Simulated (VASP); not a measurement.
# Pb (I4/mmm) in VASP: further runs

Runs on Pb. Level: PBEsol. Tasks: single point.

Everything below comes from runs of VASP 6.6.1. Logs are shortened: lines on timing, memory, paths and dates and some standing lists are left out, and cuts for length are marked.

## (1) The cell of the first run

The structure is tetragonal, space group I4/mmm (No. 139). The conventional cell has a = 3.112 Å, b = 3.112 Å, c = 6.223 Å, α = 90.00°, β = 90.00°, γ = 90.00°. Pb (site symmetry 4/mmm) has 12 Pb at 3.11 to 3.81 Å within 4.1 Å.

## (2) Single point, PBEsol

Contents of INCAR:

```
  PREC = Accurate
  ENCUT = 520
  EDIFF = 1E-7
  ISMEAR = 0
  SIGMA = 0.15
  LREAL = F
  LASPH = T
  NELM = 60
  ALGO = Fast
  ISIF = 2
  LWAVE = F
  LCHARG = F
  GGA = PS
  NBANDS = 13
```

Contents of KPOINTS:

```
regular mesh
0
Gamma
  18 18 18
```

Contents of POSCAR:

```
Pb
1.0
    0.0000000000      2.2004524241      3.1114397277
    2.2004524241      0.0000000000      3.1114397277
    2.2004524241      2.2004524241      0.0000000000
Pb
1
Direct
    0.0000000000      0.0000000000      0.0000000000
```

Potentials or basis: VASP PAW PBE potentials, release 64 (Pb_d).

On the command line:

```console
> cat potpaw_PBE.64/Pb_d/POTCAR > POTCAR
> mpirun -np 1 vasp_std > vasp.out
```

OUTCAR:

```text
PREC = Accurate
   ENCUT = 520
   EDIFF = 1E-7
   ISMEAR = 0
   LREAL = F
   LASPH = T
   NELM = 60
   ISIF = 2
   GGA = PS

 ion  position               nearest neighbor table
   1  0.000  0.000  0.000-

  LATTYP: Found a body centered tetragonal cell.
 ALAT       =     3.1119096615
 C/A-ratio  =     1.9996979772

  Lattice vectors:

 A1 = (  -2.2004524241,   0.0000000000,   3.1114397277)
 A2 = (   2.2004524241,   0.0000000000,   3.1114397277)
 A3 = (   0.0000000000,   2.2004524241,  -3.1114397277)

Analysis of symmetry for initial positions (statically):
=====================================================================
 Subroutine PRICEL returns:
 Original cell was already a primitive cell.

 Routine SETGRP: Setting up the symmetry group for a
 body centered tetragonal supercell.

 Subroutine GETGRP returns: Found 16 space group operations
 (whereof 16 operations were pure point group operations)
 out of a pool of 16 trial point group operations.

The static configuration has the point symmetry D_4h.

Analysis of symmetry for dynamics (positions and initial velocities):
=====================================================================
 Subroutine PRICEL returns:
 Original cell was already a primitive cell.

 Routine SETGRP: Setting up the symmetry group for a
 body centered tetragonal supercell.

 Subroutine GETGRP returns: Found 16 space group operations
 (whereof 16 operations were pure point group operations)
 out of a pool of 16 trial point group operations.

The dynamic configuration has the point symmetry D_4h.

 Subroutine INISYM returns: Found 16 space group operations
 (whereof 16 operations are pure point group operations),
 and found     1 'primitive' translations

----------------------------------------------------------------------------------------

                                     Primitive cell

  volume of cell :      30.1311

  direct lattice vectors                    reciprocal lattice vectors
     0.000000000  2.200452424  3.111439728    -0.227225999  0.227225999  0.160697312
     2.200452424  0.000000000  3.111439728     0.227225999 -0.227225999  0.160697312
     2.200452424  2.200452424  0.000000000     0.227225999  0.227225999 -0.160697312

  length of vectors
     3.810911708  3.810911708  3.111909662     0.359286703  0.359286703  0.359286703

  position of ions in fractional coordinates (direct lattice)
     0.000000000  0.000000000  0.000000000

  ion indices of the primitive-cell ions
   primitive index   ion index
                 1           1

----------------------------------------------------------------------------------------

 KPOINTS: regular mesh

Automatic generation of k-mesh.
 Grid dimensions read from file:
 generate k-points for:   18   18   18

 Generating k-lattice:

  Cartesian coordinates                     Fractional coordinates (reciprocal lattice)
    -0.012623667  0.012623667  0.008927628     0.055555556 -0.000000000  0.000000000
     0.012623667 -0.012623667  0.008927628    -0.000000000  0.055555556  0.000000000
     0.012623667  0.012623667 -0.008927628     0.000000000  0.000000000  0.055555556

  Length of vectors
     0.019960372  0.019960372  0.019960372

  Shift w.r.t. Gamma in fractional coordinates (k-lattice)
     0.000000000  0.000000000  0.000000000

 Subroutine IBZKPT returns following result:
 ===========================================

 Found    480 irreducible k-points:

 Following reciprocal coordinates:
            Coordinates               Weight
  0.000000  0.000000  0.000000      1.000000
  0.055556 -0.000000  0.000000      8.000000
  0.111111 -0.000000  0.000000      8.000000
  0.166667 -0.000000  0.000000      8.000000
  0.222222 -0.000000  0.000000      8.000000
  0.277778  0.000000  0.000000      8.000000
[... 16 lines left out ...]
 -0.277778  0.055556  0.000000      8.000000
 -0.222222  0.055556  0.000000      8.000000
 [... further k-points ...]
   k-points           NKPTS =    480   k-points in BZ     NKDIM =    480   number of bands    NBANDS=     13
   number of dos      NEDOS =    301   number of ions     NIONS =      1
   total plane-waves  NPLWV =  18816
   dimension x,y,z NGX =    28 NGY =   28 NGZ =   24
   dimension x,y,z NGXF=    56 NGYF=   56 NGZF=   48
   ions per type =               1
   NGX,Y,Z   is equivalent  to a cutoff of  12.21, 12.21, 12.82 a.u.
   NGXF,Y,Z  is equivalent  to a cutoff of  24.43, 24.43, 25.64 a.u.
 SYSTEM =  unknown system
   PREC   = accura    normal or accurate (medium, high low for compatibility)
   ISTART =      0    job   : 0-new  1-cont  2-samecut
   ICHARG =      2    charge: 1-file 2-atom 10-const
   ISPIN  =      1    spin polarized calculation?
   LNONCOLLINEAR =      F non collinear calculations
   LSORBIT =      F    spin-orbit coupling
   LASPH  =      T    aspherical Exc in radial PAW
   ENCUT  =  520.0 eV  38.22 Ry    6.18 a.u.   7.09  7.09  5.79*2*pi/ulx,y,z
   NELM   =     60;   NELMIN=  2; NELMDL= -5     # of ELM steps
   EDIFF  = 0.1E-06   stopping-criterion for ELM
   LREAL  =      F    real-space projection
   EDIFFG = 0.1E-05   stopping-criterion for IOM
   NSW    =      0    number of steps for IOM
   IBRION =     -1    ionic relax: 0-MD 1-quasi-New 2-CG
   NFREE  =      0    steps in history (QN), initial steepest desc. (CG)
   ISIF   =      2    stress and relaxation
   ISYM   =      2    0-nonsym 1-usesym 2-fastsym
   POTIM  = 0.5000    time-step for ionic-motion
   TEBEG  =    0.0;   TEEND  =   0.0 temperature during run
   PSTRESS=    0.0 pullay stress
   NELECT =      14.0000    total number of electrons
   NUPDOWN=      -1.0000    fix difference up-down
   EMIN   =  10.00;   EMAX   =-10.00  energy-range for DOS
   EFERMI =   0.00;   METHOD = LEGACY
   ISMEAR =     0;   SIGMA  =   0.15  broadening in eV -4-tet -1-fermi 0-gaus
   EFERMI_NEDOS =   21; number of points for ismear=-14 and -15
   IALGO  =     68    algorithm
   IMIX   =      4    mixing-type and parameters
     AMIX     =   0.40;   BMIX     =  1.00
     AMIX_MAG =   1.60;   BMIX_MAG =  1.00
  volume/ion in A,a.u.               =      30.13       203.33
  Fermi-wavevector in a.u.,A,eV,Ry     =   1.267980  2.396135 21.875082  1.607773
  Thomas-Fermi vector in A             =   2.401099
   LORBIT       =      0    0 simple, 1 ext, 2 COOP (PROOUT), +10 PAW based schemes
   GGA     = PS    functional components
   LHFCALC =     F    Hartree Fock is set to
   AEXX    =    0.0000 exact exchange contribution
   IVDW    =     0    specifies the selected vdW correction
   LEPSILON=     F    determine dielectric tensor
   LRPA    =     F    only Hartree local field effects (RPA)
 non-spin polarized calculation
 RMM-DIIS sequential band-by-band and
 Gauss-broadening in eV      SIGMA  =   0.15
  energy-cutoff  :      520.00
  volume of cell :       30.13
 maximum number of plane-waves:       828
   NGX = 15   NGY = 15   NGZ = 11

 number of electron      14.0000001 magnetization

 Free energy of the ion-electron system (eV)
  ---------------------------------------------------
  ext. energy  EPLUGINS =         0.00000000
  ---------------------------------------------------
  free energy    TOTEN  =        -3.83896391 eV

  energy without entropy =       -3.83211079  energy(sigma->0) =       -3.83553735

 E-fermi :   7.1400     XC(G=0): -10.3384

 val. band max:        7.1367477364   @ k =  -0.0556   0.5000   0.4444
 cond. band min:       7.1403123436   @ k =  -0.2222   0.2778   0.0556
 fundamental gap:      0.0035646072
 Fermi energy:         7.1400497944

 k-point     1 :       0.0000    0.0000    0.0000
  band No.  band energies     occupation
      1     -10.2801      2.00000
      2      -9.9996      2.00000
      3      -9.6953      2.00000
      4      -9.6953      2.00000
      5      -9.5266      2.00000
      6      -4.7753      2.00000
      7      11.8617      0.00000
      8      14.9691      0.00000
      9      14.9691      0.00000
     10      16.0344      0.00000
     11      18.0386      0.00000
     12      18.2946      0.00000
     13      19.8769      0.00000

 k-point     2 :       0.0556   -0.0000    0.0000
  band No.  band energies     occupation
      1     -10.2676      2.00000
      2      -9.9925      2.00000
      3      -9.7018      2.00000
      4      -9.6931      2.00000
      5      -9.5329      2.00000
      6      -4.7133      2.00000
      7      11.6923      0.00000
      8      14.2772      0.00000
      9      15.0002      0.00000
     10      16.3176      0.00000
     11      17.6194      0.00000
     12      18.1810      0.00000
     13      20.1177      0.00000

 k-point     3 :       0.1111   -0.0000    0.0000
  band No.  band energies     occupation
      1     -10.2347      2.00000
      2      -9.9694      2.00000
      3      -9.7204      2.00000
      4      -9.6866      2.00000
      5      -9.5509      2.00000
      6      -4.5267      2.00000
      7      11.2187      0.00000
      8      12.9019      0.00000
      9      15.0916      0.00000
     10      16.4640      0.00000
     11      17.2691      0.00000
     12      18.1907      0.00000
     13      20.3525      0.00000

 k-point     4 :       0.1667   -0.0000    0.0000
  band No.  band energies     occupation
      1     -10.1942      2.00000
      2      -9.9260      2.00000
      3      -9.7473      2.00000
      4      -9.6770      2.00000
      5      -9.5780      2.00000
      6      -4.2142      2.00000
      7      10.3359      0.00000
      8      11.6202      0.00000
      9      15.2373      0.00000
     10      15.7363      0.00000
     11      18.0895      0.00000
     12      18.2235      0.00000
     13      20.6779      0.00000

 k-point     5 :       0.2222   -0.0000    0.0000
  band No.  band energies     occupation
      1     -10.1593      2.00000
      2      -9.8690      2.00000
      3      -9.7698      2.00000
      4      -9.6669      2.00000
      5      -9.6094      2.00000
      6      -3.7759      2.00000
      7       8.9081      0.00000
      8      10.8515      0.00000
      9      15.0273      0.00000
     10      15.4279      0.00000
     11      18.2612      0.00000
     12      19.1873      0.00000
     13      21.1063      0.00000
[... 257 lines left out ...]
 k-point    22 :      -0.3333    0.0556    0.0000
  band No.  band energies     occupation
      1     -10.1077      2.00000
      2      -9.9083      2.00000
      3      -9.7146      2.00000
      4      -9.6278      2.00000
      5      -9.5874      2.00000
      6      -2.0421      2.00000
      7       4.8904      2.00000
      8       9.7600      0.00000
      9      13.8937      0.00000
     10      16.3976      0.00000
     11      18.6764      0.00000
     12      21.2764      0.00000
     13      21.3739      0.00000

 k-point    23 :      -0.2778    0.0556    0.0000
  band No.  band energies     occupation
      1     -10.1165      2.00000
      2      -9.8787      2.00000
      3      -9.6886      2.00000
      4      -9.6638      2.00000
      5      -9.6388      2.00000
      6      -2.7589      2.00000
      7       6.3201      2.00000
      8      10.2606      0.00000
      9      14.0948      0.00000
     10      16.2569      0.00000
     11      18.7412      0.00000
     12      19.9969      0.00000
     13      21.1450      0.00000

 k-point    24 :      -0.2222    0.0556    0.0000
  band No.  band energies     occupation
      1     -10.1319      2.00000
      2      -9.8453      2.00000
      3      -9.7501      2.00000
      4      -9.6662      2.00000
      5      -9.6411      2.00000
      6      -3.3927      2.00000
      7       7.8985      0.00000
      8      10.8218      0.00000
      9      14.4385      0.00000
     10      16.0321      0.00000
     11      18.6382      0.00000
     12      18.8178      0.00000
     13      20.7816      0.00000

 [... further k-points ...]

------------------------ aborting loop because EDIFF is reached ----------------------------------------

  FORCE on cell =-STRESS in cart. coord.  units (eV):
  Direction    XX          YY          ZZ          XY          YZ          ZX
  --------------------------------------------------------------------------------------
  -------------------------------------------------------------------------------------
  Total        0.9810440      0.9810440     -0.7588645      0.0000000     -0.0000000     -0.0000000
  in kB       52.1655393     52.1655393    -40.3514816      0.0000000     -0.0000000     -0.0000000
  external PRESSURE =      21.3265323 kB  Pullay stress =       0.0000000 kB

 VOLUME and BASIS-vectors are now :
 -----------------------------------------------------------------------------
  energy-cutoff  :      520.00
  volume of cell :       30.13
      direct lattice vectors                 reciprocal lattice vectors
     0.000000000  2.200452424  3.111439728    -0.227225999  0.227225999  0.160697312
     2.200452424  0.000000000  3.111439728     0.227225999 -0.227225999  0.160697312
     2.200452424  2.200452424  0.000000000     0.227225999  0.227225999 -0.160697312

 POSITION                                       TOTAL-FORCE (eV/Angst)
 -----------------------------------------------------------------------------------
      0.00000      0.00000      0.00000         0.000000      0.000000      0.000000
 -----------------------------------------------------------------------------------
    total drift:                                0.000000     -0.000000     -0.000000

  FREE ENERGIE OF THE ION-ELECTRON SYSTEM (eV)
  ---------------------------------------------------
  free  energy   TOTEN  =        -3.8389639145 eV

  energy  without entropy=       -3.8321107933  energy(sigma->0) =       -3.83553735
```

Wall time 3.9 min (1 thread of Intel Xeon Platinum 8375C at 2.90GHz (Ice Lake), shared host); peak memory 0.28 GiB.

What came out:

| Item | Value |
| --- | --- |
| Free energy | -3.8390 eV |
| Pressure | 2.1 GPa |
| Band gap on the k mesh | zero (bands 7 and 8 overlap by 7.03 eV) |

Stress tensor (GPa, compression positive):
```
 5.22  0.00  0.00
 0.00  5.22  0.00
 0.00  0.00 -4.04
```

Caveat: the PAW data sets were made with another functional, which shifts forces and pressure a little; spin-orbit coupling is left out, which moves the levels of the heavy elements.

## (3) Single point, PBEsol

This run uses another cell than the first one, of the same volume but with other edges.

Contents of INCAR:

```
ALGO = Fast
EDIFF = 1E-6
ENCUT = 520
GGA = PS
ISIF = 2
ISMEAR = 0
LASPH = T
LCHARG = T
LELF = T
LREAL = F
LVHAR = T
LWAVE = F
NBANDS = 13
NELM = 60
PREC = Accurate
SIGMA = 0.15
```

Contents of KPOINTS:

```
k-points
0
Gamma
  18 18 18
```

Contents of POSCAR:

```
Pb
1.0
    0.0000000000      2.6072868307      2.2161938061
    2.6072868307      0.0000000000      2.2161938061
    2.6072868307      2.6072868307      0.0000000000
Pb
1
Direct
    0.0000000000      0.0000000000      0.0000000000
```

Potentials or basis: VASP PAW PBE potentials, release 64 (Pb_d).

On the command line:

```console
> cat potpaw_PBE.64/Pb_d/POTCAR > POTCAR
> mpirun -np 1 vasp_std > vasp.out
```

It took 4.2 min on 1 thread of Intel Xeon Platinum 8375C at 2.90GHz (Ice Lake), shared host; peak memory 0.29 GiB.

The run converged. Its results:

| Property | Result |
| --- | --- |
| Free energy | -3.9879 eV |
| Pressure | -0.2 GPa |
| Band gap on the k mesh | zero (bands 7 and 8 overlap by 9.21 eV) |

Stress tensor (GPa, compression positive):
```
-0.62  0.00  0.00
 0.00 -0.62  0.00
 0.00  0.00  0.71
```

Levels at points of the mesh, in eV from the Fermi level:
| k point | band 3 | band 4 | band 5 | band 6 | band 7 | band 8 | band 9 | band 10 | band 11 | band 12 |
| --- | --- | --- | --- | --- | --- | --- | --- | --- | --- | --- |
| (0.00, 0.00, 0.00) | -16.97 | -16.91 | -16.81 | -11.84 | 7.31 | 7.62 | 7.62 | 10.03 | 11.53 | 12.64 |
| (0.50, 0.00, 0.00) | -16.93 | -16.78 | -16.70 | -8.12 | -4.24 | 4.40 | 5.99 | 8.63 | 10.03 | 10.53 |
| (0.50, 0.50, 0.00) | -16.74 | -16.69 | -16.69 | -5.67 | -2.23 | 0.78 | 0.78 | 4.45 | 5.57 | 17.03 |
| (0.50, 0.00, 0.50) | -16.78 | -16.76 | -16.66 | -7.31 | -3.75 | 2.40 | 3.33 | 6.15 | 7.46 | 16.94 |

Caveat: the PAW data sets were made with another functional, which shifts forces and pressure a little; spin-orbit coupling is left out, which moves the levels of the heavy elements.

[end of part 1 of 2]
